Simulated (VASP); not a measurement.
A run of VASP 6.6.1 is set up as follows.

The input INCAR:

```
SYSTEM = Tc12Au
PREC     = Accurate       ! precision mode
ENCUT    = 520            ! plane-wave cutoff, eV
EDIFF    = 1E-7           ! SCF threshold, eV
ISMEAR   = -1             ! smearing method
SIGMA    = 0.05           ! smearing width, eV
LREAL    = .FALSE.        ! projectors in reciprocal space
LASPH    = .TRUE.         ! aspherical terms in the spheres
NELM     = 60             ! most SCF steps
ALGO     = Normal         ! electronic algorithm
ISIF     = 2              ! what is computed and relaxed
LWAVE    = .FALSE.        ! write WAVECAR
LCHARG   = .FALSE.        ! write CHGCAR
GGA      = PE             ! functional
IVDW     = 12             ! dispersion correction
NBANDS   = 96             ! bands
```

Contents of KPOINTS:

```
regular mesh
0
G
  4 4 1
  0 0 0
```

File POSCAR:

```
Tc12Au
1.0
    5.4800000000      0.0000000000      0.0000000000
    2.7400000000      4.7458190000      0.0000000000
    0.0000000000      0.0000000000     15.3949600000
Tc Au
12 1
Direct
    0.0000000000      0.0000000000      0.0649563234
    0.5000000000      0.0000000000      0.0649563234
   -0.0000000527      0.5000001054      0.0649563234
    0.4999999473      0.5000001054      0.0649563234
   -0.1647545977      0.3295091954      0.1992295530
    0.3324583175      0.3350833650      0.2025998119
   -0.1693448871      0.8352558326      0.2023316072
    0.3340889492      0.8352560433      0.2023316072
    0.0025333878     -0.0050667756      0.3405131939
    0.4924888341      0.0150226968      0.3408313500
   -0.0150884307      0.5070210221      0.3388450506
    0.5080674087      0.5070210221      0.3388451155
    0.2732088253      0.4535819845      0.4827097310
```

Potentials or basis: VASP PAW PBE potentials, release 64 (Tc_pv, Au).

Run with:

```console
$ cat potpaw_PBE.64/Tc_pv/POTCAR potpaw_PBE.64/Au/POTCAR > POTCAR
$ mpirun -np 1 vasp_std > vasp.out
```

What does it give for the band gap on the k mesh?

Zero (an odd number of electrons rules out a gap without spin polarisation).

What does it give for the dispersion energy per atom?

-0.435 eV.

Forces on the atoms (eV/Å):
```
Tc   0.000 -0.041  0.009
Tc   0.000  0.118  0.090
Tc   0.062  0.039  0.060
Tc  -0.062  0.039  0.060
Tc   0.000  0.002  0.013
Tc   0.000 -0.009 -0.015
Tc  -0.003 -0.005 -0.004
Tc   0.003 -0.005 -0.004
Tc   0.000  0.003 -0.056
Tc   0.000  0.012 -0.052
Tc  -0.040  0.010 -0.055
Tc   0.040  0.010 -0.055
Au   0.000 -0.175  0.010
```

Caveat: spin-orbit coupling is left out, which moves the levels of the heavy elements.
